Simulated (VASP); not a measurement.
Set up this calculation in VASP 6.6.1, as the native input.

| Quantity | Value |
| --- | --- |
| Task | single point |
| Functional | PBE0 |
| Potentials or basis | VASP PAW PBE potentials, release 64 (C) |
| Cutoff | 520 eV |
| k mesh | 8 × 8 × 2 |
| Occupations | fermi-dirac, width 0.05 eV |
| Spin | no spin polarisation |
| Dipole correction | no |
| Grid for exact exchange (PRECFOCK) | Normal |
| Further INCAR settings | ALGO = Normal; EDIFF = 1e-06; NBANDS = 11 |
| Share of exact exchange | 0.25 |

System: C, a slab with vacuum.

```xyz
2
Lattice="2.4885 0.0000 0.0000 -1.2442 2.1551 0.0000 0.0000 0.0000 8.6360" Properties=species:S:1:pos:R:3 pbc="T T T"
C     1.2442    0.7184    0.0000
C     0.0000    1.4367    0.0000
```

One way to write it, as run:

POSCAR

```
C
1.0
    2.4884918972      0.0000000000      0.0000000000
   -1.2442459486      2.1550972001      0.0000000000
    0.0000000000      0.0000000000      8.6359715305
C
2
Direct
    0.6666666667      0.3333333333      0.0000000000
    0.3333333333      0.6666666667      0.0000000000
```

INCAR.step1

```
SYSTEM = C
ALGO = Normal
EDIFF = 1E-5
ENCUT = 520
GGA = PE
ISIF = 2
ISMEAR = -1
LASPH = .True.
LCHARG = .False.
LREAL = .False.
LWAVE = .True.
NBANDS = 11
NELM = 100
PREC = Accurate
SIGMA = 0.05
```

INCAR.step2

```
SYSTEM = C
AEXX = 0.25
ALGO = Normal
EDIFF = 1E-6
ENCUT = 520
GGA = PE
ISIF = 2
ISMEAR = -1
ISTART = 1
LASPH = .True.
LCHARG = .False.
LHFCALC = .True.
LREAL = .False.
LWAVE = .False.
NBANDS = 11
NELM = 100
PREC = Accurate
PRECFOCK = Normal
SIGMA = 0.05
```

KPOINTS

```
k-points
0
Gamma
  8 8 2
  0 0 0
```

Potentials or basis: VASP PAW PBE potentials, release 64 (C).

Launch:

```console
$ cat potpaw_PBE.64/C/POTCAR > POTCAR
$ cp INCAR.step1 INCAR
$ mpirun -np 1 vasp_std > vasp.out
$ cp INCAR.step2 INCAR
$ mpirun -np 1 vasp_std > vasp.out
```

It took 6.1 min on 1 thread of AMD EPYC 7R43 64-Core Processor (Zen 3), on a shared host, peak memory 0.13 GiB.
